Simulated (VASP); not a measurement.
# Re (a cell with a defect) in VASP: single point with LDA

Aim: the single point of Re (a cell with a defect) with LDA.

Everything below comes from runs of VASP 6.6.1. Logs are shortened: lines on timing, memory, paths and dates and some standing lists are left out, and cuts for length are marked.

**1. The cell of the first run**

The cell holds a defect, 13 atoms: a = 5.520 Å, b = 8.280 Å, c = 4.457 Å, α = 90.00°, β = 90.00°, γ = 120.00°.

**2. Single point, LDA**

INCAR reads:

```
PREC = Accurate ; ENCUT = 520
EDIFF = 1E-7 ; ISMEAR = -1
SIGMA = 0.1 ; LREAL = False
LASPH = True ; NELM = 60
ALGO = Normal ; ISIF = 2
LWAVE = False ; LCHARG = True
LELF = True ; LVHAR = True
NBANDS = 58
```

KPOINTS reads:

```
regular mesh
0
Gamma
  3 2 3
```

POSCAR reads:

```
Re
1.0
    5.5200000000      0.0000000000      0.0000000000
   -4.1400000000      7.1706900000      0.0000000000
    0.0000000000      0.0000000000      4.4574000000
Re
13
Direct
    0.0731708544      0.0209348472      0.1607886681
    0.1850530906      0.2538012616      0.5247406712
   -0.0409697775      0.3061520739     -0.0134640803
    0.0912046876      0.5142852450      0.4550311849
   -0.0350203745      0.6515098567     -0.0221035414
    0.1758177435      0.8454760726      0.5177760289
    0.4606129588      0.0007947335     -0.0449302446
    0.6295807691      0.1914127009      0.4688444227
    0.5012292790      0.3267179259     -0.0175369407
    0.6631753340      0.5424787417      0.4559685264
    0.4264368907      0.6023290266     -0.1226945695
    0.8142668595      0.9429246949      0.7203340814
    0.5500136848      0.8025167195      0.2896523927
```

Potentials or basis: VASP PAW LDA potentials, release 64 (Re).

Launch:

```bash
$ cat potpaw_LDA.64/Re/POTCAR > POTCAR
$ mpirun -np 1 vasp_std > vasp.out
```

OUTCAR:

```text
PREC = Accurate
   ENCUT = 520
   EDIFF = 1E-7
   ISMEAR = -1
   LREAL = False
   LASPH = True
   NELM = 60
   ISIF = 2

 ion  position               nearest neighbor table
   1  0.073  0.021  0.161-  12 2.32   2 2.35   6 2.41   7 2.41   9 2.58  13 2.59  12 2.79   3 2.84
                             5 2.92   8 3.00   2 3.31   6 3.39   7 3.43
   2  0.185  0.254  0.525-   1 2.35   4 2.48  12 2.51  10 2.54   9 2.55   3 2.55   8 2.76   3 2.84
                             8 2.85   9 2.86  11 2.95   1 3.31   6 3.36
   3  0.959  0.306  0.987-   2 2.55  11 2.57   4 2.57   9 2.62   7 2.65   8 2.67   8 2.79   4 2.80
                             2 2.84   1 2.84   5 2.84   9 2.91  12 2.95
   4  0.091  0.514  0.455-   2 2.48  11 2.48  10 2.49   6 2.56   3 2.57  13 2.57   8 2.61   5 2.66
                             3 2.80   5 2.83  11 3.04  10 3.05
   5  0.965  0.652  0.978-   6 2.50  10 2.57   9 2.63   4 2.66  10 2.74   6 2.80  11 2.81   7 2.82
                            11 2.83   4 2.83   3 2.84   1 2.92  12 3.14  13 3.14  13 3.41
   6  0.176  0.845  0.518-   1 2.41   7 2.43  13 2.48   5 2.50   4 2.56  12 2.66  10 2.70   8 2.71
                             5 2.80   7 2.90  12 3.32   2 3.36  11 3.36   1 3.39
   7  0.461  0.001  0.955-   1 2.41   6 2.43  13 2.44  12 2.46   8 2.57   9 2.60   3 2.65   8 2.67
                             5 2.82   6 2.90  11 3.23   1 3.43
   8  0.630  0.191  0.469-   7 2.57   4 2.61   3 2.67   7 2.67   9 2.69   6 2.71   2 2.76   9 2.79
                             3 2.79  10 2.82   2 2.85  12 2.94   1 3.00  13 3.13
   9  0.501  0.327  0.982-   2 2.55  11 2.56   1 2.58   7 2.60   3 2.62  10 2.62   5 2.63   8 2.69
                             8 2.79  10 2.81   2 2.86   3 2.91
  10  0.663  0.542  0.456-  11 2.48   4 2.49   2 2.54   5 2.57   9 2.62  13 2.63   6 2.70   5 2.74
                             9 2.81   8 2.82  11 3.04   4 3.05  12 3.21
  11  0.426  0.602  0.877-  13 2.34  10 2.48   4 2.48   9 2.56   3 2.57  12 2.64   5 2.81   5 2.83
                             2 2.95  13 2.99   4 3.04  10 3.04   7 3.23   6 3.36
  12  0.814  0.943  0.720-   1 2.32  13 2.34   7 2.46   2 2.51  11 2.64   6 2.66   1 2.79  13 2.87
                             8 2.94   3 2.95   5 3.14  10 3.21   6 3.32
  13  0.550  0.803  0.290-  11 2.34  12 2.34   7 2.44   6 2.48   4 2.57   1 2.59  10 2.63  12 2.87
                            11 2.99   8 3.13   5 3.14   5 3.41

  LATTYP: Found a simple monoclinic cell.
 ALAT       =     5.5200000000
 B/A-ratio  =     0.8075000000
 C/A-ratio  =     1.3228755945
 COS(beta)  =    -0.1889822452

  Lattice vectors:

 A1 = (   5.5200000000,   0.0000000000,   0.0000000000)
 A2 = (   0.0000000000,   0.0000000000,   4.4574000000)
 A3 = (  -1.3800000000,  -7.1706900000,   0.0000000000)

Analysis of symmetry for initial positions (statically):
=====================================================================
 Subroutine PRICEL returns:
 Original cell was already a primitive cell.

 Routine SETGRP: Setting up the symmetry group for a
 simple monoclinic supercell.

 Subroutine GETGRP returns: Found  1 space group operations
 (whereof  1 operations were pure point group operations)
 out of a pool of  4 trial point group operations.

The static configuration has the point symmetry C_1 .

Analysis of symmetry for dynamics (positions and initial velocities):
=====================================================================
 Subroutine PRICEL returns:
 Original cell was already a primitive cell.

 Routine SETGRP: Setting up the symmetry group for a
 simple monoclinic supercell.

 Subroutine GETGRP returns: Found  1 space group operations
 (whereof  1 operations were pure point group operations)
 out of a pool of  4 trial point group operations.

The dynamic configuration has the point symmetry C_1 .

 Subroutine INISYM returns: Found  1 space group operations
 (whereof  1 operations are pure point group operations),
 and found     1 'primitive' translations

----------------------------------------------------------------------------------------

                                     Primitive cell

  volume of cell :     176.4337

  direct lattice vectors                    reciprocal lattice vectors
     5.520000000  0.000000000  0.000000000     0.181159420  0.104592445  0.000000000
    -4.140000000  7.170690000  0.000000000     0.000000000  0.139456593  0.000000000
     0.000000000  0.000000000  4.457400000     0.000000000  0.000000000  0.224346031

  length of vectors
     5.520000000  8.279999703  4.457400000     0.209184883  0.139456593  0.224346031

  position of ions in fractional coordinates (direct lattice)
     0.073170854  0.020934847  0.160788668
     0.185053091  0.253801262  0.524740671
     0.959030222  0.306152074  0.986535920
     0.091204688  0.514285245  0.455031185
     0.964979625  0.651509857  0.977896459
     0.175817743  0.845476073  0.517776029
     0.460612959  0.000794734  0.955069755
     0.629580769  0.191412701  0.468844423
     0.501229279  0.326717926  0.982463059
     0.663175334  0.542478742  0.455968526
     0.426436891  0.602329027  0.877305431
[... 41 lines left out ...]
|                                                                             |
|           W    W    AA    RRRRR   N    N  II  N    N   GGGG   !!!           |
|           W    W   A  A   R    R  NN   N  II  NN   N  G    G  !!!           |
|           W    W  A    A  R    R  N N  N  II  N N  N  G       !!!           |
|           W WW W  AAAAAA  RRRRR   N  N N  II  N  N N  G  GGG   !            |
|           WW  WW  A    A  R   R   N   NN  II  N   NN  G    G                |
|           W    W  A    A  R    R  N    N  II  N    N   GGGG   !!!           |
|                                                                             |
|     Your reciprocal lattice and k-lattice belong to different lattice       |
|     classes:                                                                |
|                                                                             |
|        The reciprocal lattice is simple monoclinic,                         |
|        whereas your k-lattice is hexagonal.                                 |
|                                                                             |
|     Results are often still useful ...                                      |
|                                                                             |
 -----------------------------------------------------------------------------

 Subroutine IBZKPT returns following result:
 ===========================================

 Found     10 irreducible k-points:

 Following reciprocal coordinates:
            Coordinates               Weight
  0.000000  0.000000  0.000000      1.000000
  0.333333  0.000000  0.000000      2.000000
  0.000000  0.500000  0.000000      1.000000
  0.333333  0.500000  0.000000      2.000000
  0.000000  0.000000  0.333333      2.000000
  0.333333  0.000000  0.333333      2.000000
 -0.333333  0.000000  0.333333      2.000000
  0.000000  0.500000  0.333333      2.000000
  0.333333  0.500000  0.333333      2.000000
 -0.333333  0.500000  0.333333      2.000000
   k-points           NKPTS =     10   k-points in BZ     NKDIM =     10   number of bands    NBANDS=     58
   number of dos      NEDOS =    301   number of ions     NIONS =     13
   total plane-waves  NPLWV =  96768
   dimension x,y,z NGX =    42 NGY =   64 NGZ =   36
   dimension x,y,z NGXF=    84 NGYF=  128 NGZF=   72
   ions per type =              13
   NGX,Y,Z   is equivalent  to a cutoff of  12.65, 12.85, 13.43 a.u.
   NGXF,Y,Z  is equivalent  to a cutoff of  25.30, 25.70, 26.85 a.u.
 SYSTEM =  unknown system
   PREC   = accura    normal or accurate (medium, high low for compatibility)
   ISTART =      0    job   : 0-new  1-cont  2-samecut
   ICHARG =      2    charge: 1-file 2-atom 10-const
   ISPIN  =      1    spin polarized calculation?
   LNONCOLLINEAR =      F non collinear calculations
   LSORBIT =      F    spin-orbit coupling
   LASPH  =      T    aspherical Exc in radial PAW
   ENCUT  =  520.0 eV  38.22 Ry    6.18 a.u.  10.26 15.40  8.29*2*pi/ulx,y,z
   NELM   =     60;   NELMIN=  2; NELMDL= -5     # of ELM steps
   EDIFF  = 0.1E-06   stopping-criterion for ELM
   LREAL  =      F    real-space projection
   EDIFFG = 0.1E-05   stopping-criterion for IOM
   NSW    =      0    number of steps for IOM
   IBRION =     -1    ionic relax: 0-MD 1-quasi-New 2-CG
   NFREE  =      0    steps in history (QN), initial steepest desc. (CG)
   ISIF   =      2    stress and relaxation
   ISYM   =      2    0-nonsym 1-usesym 2-fastsym
   POTIM  = 0.5000    time-step for ionic-motion
   TEBEG  =    0.0;   TEEND  =   0.0 temperature during run
   PSTRESS=    0.0 pullay stress
   NELECT =      91.0000    total number of electrons
   NUPDOWN=      -1.0000    fix difference up-down
   EMIN   =  10.00;   EMAX   =-10.00  energy-range for DOS
   EFERMI =   0.00;   METHOD = LEGACY
   ISMEAR =    -1;   SIGMA  =   0.10  broadening in eV -4-tet -1-fermi 0-gaus
   EFERMI_NEDOS =   21; number of points for ismear=-14 and -15
   IALGO  =     38    algorithm
   IMIX   =      4    mixing-type and parameters
     AMIX     =   0.40;   BMIX     =  1.00
     AMIX_MAG =   1.60;   BMIX_MAG =  1.00
  volume/ion in A,a.u.               =      13.57        91.59
  Fermi-wavevector in a.u.,A,eV,Ry     =   1.312889  2.481001 23.452064  1.723678
  Thomas-Fermi vector in A             =   2.443250
   LORBIT       =      0    0 simple, 1 ext, 2 COOP (PROOUT), +10 PAW based schemes
   GGA     = CA    functional components
   LHFCALC =     F    Hartree Fock is set to
   AEXX    =    0.0000 exact exchange contribution
   IVDW    =     0    specifies the selected vdW correction
   LEPSILON=     F    determine dielectric tensor
   LRPA    =     F    only Hartree local field effects (RPA)
 non-spin polarized calculation
  energy-cutoff  :      520.00
  volume of cell :      176.43
 maximum number of plane-waves:      4763
 NGX is ok and might be reduce to    42
   NGX = 21   NGY = 31   NGZ = 17

 number of electron      91.0000001 magnetization

 Free energy of the ion-electron system (eV)
  ---------------------------------------------------
  ext. energy  EPLUGINS =         0.00000000
  ---------------------------------------------------
  free energy    TOTEN  =      -171.26918364 eV

  energy without entropy =     -171.01697351  energy(sigma->0) =     -171.14307857

 E-fermi :   9.4035     XC(G=0): -14.2279

 val. band max:        9.2871248240   @ k =   0.3333   0.5000   0.3333
 cond. band min:       9.4220481655   @ k =  -0.3333   0.5000   0.3333
 fundamental gap:      0.1349233415
 Fermi energy:         9.4035440470

 k-point     1 :       0.0000    0.0000    0.0000
  band No.  band energies     occupation
      1      -1.3718      2.00000
      2       1.8663      2.00000
      3       1.9958      2.00000
      4       2.0576      2.00000
      5       2.2716      2.00000
      6       2.7040      2.00000
[... 589 lines left out ...]
     56      11.3267      0.00000
     57      11.5128      0.00000
 [bands above 57 left out]

------------------------ aborting loop because EDIFF is reached ----------------------------------------

  FORCE on cell =-STRESS in cart. coord.  units (eV):
  Direction    XX          YY          ZZ          XY          YZ          ZX
  --------------------------------------------------------------------------------------
  -------------------------------------------------------------------------------------
  Total       46.7301451     51.5270828     56.7629069      8.4112726      7.9963075      1.1349629
  in kB      424.3518287    467.9123457    515.4583464     76.3819350     72.6136776     10.3064856
  external PRESSURE =     469.2408403 kB  Pullay stress =       0.0000000 kB

 VOLUME and BASIS-vectors are now :
 -----------------------------------------------------------------------------
  energy-cutoff  :      520.00
  volume of cell :      176.43
      direct lattice vectors                 reciprocal lattice vectors
     5.520000000  0.000000000  0.000000000     0.181159420  0.104592445  0.000000000
    -4.140000000  7.170690000  0.000000000     0.000000000  0.139456593  0.000000000
     0.000000000  0.000000000  4.457400000     0.000000000  0.000000000  0.224346031

 POSITION                                       TOTAL-FORCE (eV/Angst)
 -----------------------------------------------------------------------------------
      0.31723      0.15012      0.71670        -0.030963     -0.005270      0.004132
     -0.02924      1.81993      2.33898         0.019944     -0.122387     -0.121631
      4.02638      2.19532      4.39739        -0.017174      0.119652      0.019688
     -1.62569      3.68778      2.02826        -0.031873     -0.100219      0.016663
      2.62944      4.67178      4.35888        -0.014626     -0.005438     -0.070604
     -2.52976      6.06265      2.30793        -0.012906      0.058976      0.070724
      2.53929      0.00570      4.25713        -0.036557     -0.083828     -0.041625
      2.68284      1.37256      2.08983         0.038918      0.028916      0.017160
      1.41417      2.34279      4.37923        -0.004697      0.007766     -0.052029
      1.41487      3.88995      2.03243         0.045570      0.003912     -0.018075
     -0.13971      4.31911      3.91050         0.019254      0.063427      0.139699
      0.59104      6.76142      3.21082        -0.007516      0.078624     -0.002602
     -0.28634      5.75460      1.29110         0.032627     -0.044132      0.038500
 -----------------------------------------------------------------------------------
    total drift:                               -0.000024      0.000317      0.000134

  FREE ENERGIE OF THE ION-ELECTRON SYSTEM (eV)
  ---------------------------------------------------
  free  energy   TOTEN  =      -171.2691836402 eV

  energy  without entropy=     -171.0169735056  energy(sigma->0) =     -171.14307857
```

It took 4.3 min on 1 thread of Intel Xeon 6975P-C, shared host; peak memory 0.27 GiB.

Results:

```
Free energy   : -171.2692 eV
Pressure      : 46.9 GPa
Largest force : 0.174 eV/Å
```

Forces in eV/Å, atoms in the order of the input:
```
Re  -0.031 -0.005  0.004
Re   0.020 -0.122 -0.122
Re  -0.017  0.120  0.020
Re  -0.032 -0.100  0.017
Re  -0.015 -0.005 -0.071
Re  -0.013  0.059  0.071
Re  -0.037 -0.084 -0.042
Re   0.039  0.029  0.017
Re  -0.005  0.008 -0.052
Re   0.046  0.004 -0.018
Re   0.019  0.063  0.140
Re  -0.008  0.079 -0.003
Re   0.033 -0.044  0.038
```

Stress tensor (GPa, compression positive):
```
42.44  7.64  1.03
 7.64 46.79  7.26
 1.03  7.26 51.55
```

Levels at points of the mesh, in eV from the Fermi level:
| k point | band 41 | band 42 | band 43 | band 44 | band 45 | band 46 | band 47 | band 48 | band 49 | band 50 |
| --- | --- | --- | --- | --- | --- | --- | --- | --- | --- | --- |
| (0.00, 0.00, 0.00) | -1.07 | -0.88 | -0.66 | -0.55 | -0.40 | -0.30 | 0.07 | 0.48 | 0.71 | 0.94 |
| (0.00, 0.50, 0.00) | -1.13 | -0.94 | -0.77 | -0.63 | -0.41 | -0.26 | 0.15 | 0.31 | 0.55 | 1.12 |

Caveat: the k points lie up to 0.47 Å⁻¹ apart; spin-orbit coupling is left out, which moves the levels of the heavy elements.
